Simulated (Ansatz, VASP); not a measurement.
# TiO2 in VASP and in Ansatz

```xyz
6
Lattice="-1.8535 1.8535 4.6602 1.8535 -1.8535 4.6602 1.8535 1.8535 -4.6602" Properties=species:S:1:pos:R:3 pbc="T T T"
Ti    0.0000    0.0000    0.0000
Ti    0.0000    1.8535    2.3301
O     0.0000    0.0000    1.9672
O     0.0000    1.8535    4.2973
O     0.0000    1.8535    0.3629
O     0.0000    0.0000    7.3532
```

Change from the starting cell: volume scaled by 0.94, ions relaxed.

Alike in both runs: functional PBE; k mesh 11 × 11 × 11; occupations fermi-dirac, width 0.02 eV; no spin polarisation.

Ansatz relaxed the structure, and its values are those at the end. VASP's run is a single point on that final structure, the one shown.

|  | VASP | Ansatz |
| --- | --- | --- |
| version | VASP 6.6.1 | Ansatz 0.2.0 |
| potentials or method | VASP PAW PBE potentials, release 64 (Ti_sv, O) | plane-wave PAW, scalar-relativistic |
| plane-wave cutoff (eV) | 520 | 420 |
| valence electrons in the cell | 48 | 48 |

Ansatz gave:

```
gap on the k mesh at the Fermi level (eV) : 2.15
pressure (GPa)                            : 19.5
rms of the force components (eV/Å)        : 0.004
```

Question: Estimate VASP's values.

Answer: gap on the k mesh at the Fermi level (eV): 2.12; pressure (GPa): 20.4; rms of the force components (eV/Å): 0.015.

With one functional, cell and mesh, what is left measures potentials, basis and numerics. Ansatz's warnings: stress scf threshold loose.
